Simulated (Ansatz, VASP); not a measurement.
## Sn in VASP and in Ansatz

INCAR

```
SYSTEM = Sn
PREC = Accurate
ENCUT = 520
EDIFF = 1E-6
ISMEAR = -1
SIGMA = 0.05
LREAL = .False.
LASPH = .True.
NELM = 60
ALGO = Normal
ISIF = 2
LWAVE = .False.
LCHARG = .False.
GGA = PE
NBANDS = 21
```

KPOINTS

```
Automatic mesh
0
Gamma
  8 8 8
  0 0 0
```

POSCAR

```
Sn
1.0
   -2.9254397530      2.9254397530      1.5993019889
    2.9254397530     -2.9254397530      1.5993019889
    2.9548411576      2.9548411576     -1.5993019889
Sn
2
Direct
    0.0000000000      0.0000000000      0.0000000000
    0.7500000000      0.2500000000      0.5000000000
```

The input input.yaml:

```yaml
crystal:
  lattice:
    - [-2.925439753, 2.925439753, 1.5993019889]
    - [2.925439753, -2.925439753, 1.5993019889]
    - [2.9548411576, 2.9548411576, -1.5993019889]
  atoms:
    - { symbol: Sn, position: [0.0, 0.0, 0.0] }
    - { symbol: Sn, position: [0.75, 0.25, 0.5] }
hamiltonian:
  xc: pbe
  pseudopotentials: { kind: paw }
kpoints:
  mp_grid: { grid: [8, 8, 8] }
scf:
  occupations: { method: fermi_dirac, width: 0.05 }
output:
  forces: true
  stress: true
  eigenvalues: true
  write_density: true
  write_potential: true
  elf: true
  volumetric_format: npy
```

Alike in both runs: task single point; functional PBE; k mesh 8 × 8 × 8; occupations fermi-dirac, width 0.05 eV; no spin polarisation.

|  | VASP | Ansatz |
| --- | --- | --- |
| version | VASP 6.6.1 | Ansatz 0.2.0 |
| potentials or method | VASP PAW PBE potentials, release 64 (Sn_d) | Ansatz PAW |
| plane-wave cutoff (eV) | 520 | 420 |
| valence electrons in the cell | 28 | 28 |

|  | VASP | Ansatz | Ansatz less VASP |
| --- | --- | --- | --- |
| gap on the k mesh at the Fermi level (eV) | none | none | - |
| pressure (GPa) | 1.4 | 1.4 | +0.05 |
| traceless stress, the component that is largest in VASP (GPa) | 0.90 | 0.90 | -0.005 |

A gap of «none» marks a metal or a gap that the smearing closes.
